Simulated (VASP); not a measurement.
# NaSc: relaxation of cell and atoms with PBE

Crystal: NaSc.

```
Na Sc
1.0
     3.25573    0.00000    0.00000
    -1.62786    2.81954    0.00000
     0.00000    0.00000    6.06451
Na Sc
1 1
Direct
  0.00000 0.00000 0.50000
  0.33333 0.66667 0.00000
```

- Program: VASP 6.6.1
- Task: relaxation of cell and atoms
- Functional: PBE
- Potentials or basis: VASP PAW PBE potentials, release 64 (Na_pv, Sc_sv)
- Cutoff: 600 eV
- k mesh: 18 × 18 × 10
- Occupations: gaussian, width 0.1 eV
- Spin: no spin polarisation
- Dipole correction: no
- Further INCAR settings: ALGO = Normal; EDIFF = 1e-07; IBRION = 2; EDIFFG = -0.01; NSW = 100; ISIF = 3

```json
{
  "Relaxed volume": "28.14 Å³/atom",
  "Relaxed cell": "a = 3.265 Å, b = 3.265 Å, c = 6.095 Å, α = 90.00°, β = 90.00°, γ = 120.00°",
  "Space group after relaxing (to 0.05 Å)": "P-6m2 (No. 187)",
  "Energy gained by relaxing": "0.2 meV/atom",
  "Ionic steps": "3",
  "Pressure after relaxing": "0.0 GPa",
  "Band gap on the k mesh": "zero (band 9 reaches 2.18 eV, above the bottom of band 10 at 1.72 eV)"
}
```

Stress tensor (GPa, compression positive):
```
-0.05  0.00  0.00
 0.00 -0.05  0.00
 0.00  0.00  0.04
```

The path:
| step | energy change (eV) | largest force (eV/Å) | pressure (GPa) | volume (Å³) |
| --- | --- | --- | --- | --- |
| 1 | 0.0000 | 0.0000 | 0.25 | 55.67 |
| 2 | -0.0004 | 0.0000 | 0.10 | 56.02 |
| 3 | -0.0005 | 0.0000 | -0.02 | 56.28 |

Final structure:
```cif
data_structure
_symmetry_space_group_name_H-M 'P 1'
_symmetry_Int_Tables_number 1
_cell_length_a 3.2655
_cell_length_b 3.2655
_cell_length_c 6.0946
_cell_angle_alpha 90.000
_cell_angle_beta 90.000
_cell_angle_gamma 120.000
_cell_volume 56.28
loop_
_atom_site_label
_atom_site_type_symbol
_atom_site_fract_x
_atom_site_fract_y
_atom_site_fract_z
_atom_site_occupancy
Na1 Na 0.00000 0.00000 0.50000 1
Sc1 Sc 0.33333 0.66667 0.00000 1
```

Levels at points of the mesh, in eV from the Fermi level:
| k point | band 6 | band 7 | band 8 | band 9 | band 10 | band 11 | band 12 | band 13 |
| --- | --- | --- | --- | --- | --- | --- | --- | --- |
| (0.00, 0.00, 0.00) | -24.25 | -24.23 | -4.44 | -1.18 | -0.31 | 1.40 | 1.40 | 2.61 |
| (0.50, 0.00, 0.00) | -24.27 | -24.22 | -1.15 | -0.17 | 0.33 | 0.69 | 2.17 | 3.44 |
| (0.00, 0.00, 0.50) | -24.25 | -24.24 | -3.84 | -2.75 | 0.25 | 1.40 | 1.40 | 2.61 |
| (0.50, 0.00, 0.50) | -24.27 | -24.22 | -1.04 | -0.49 | 0.86 | 1.37 | 1.65 | 2.16 |

It took 2.3 min on 1 thread of Intel(R) Xeon(R) 6975P-C (Granite Rapids), on a shared host, peak memory 0.36 GiB.
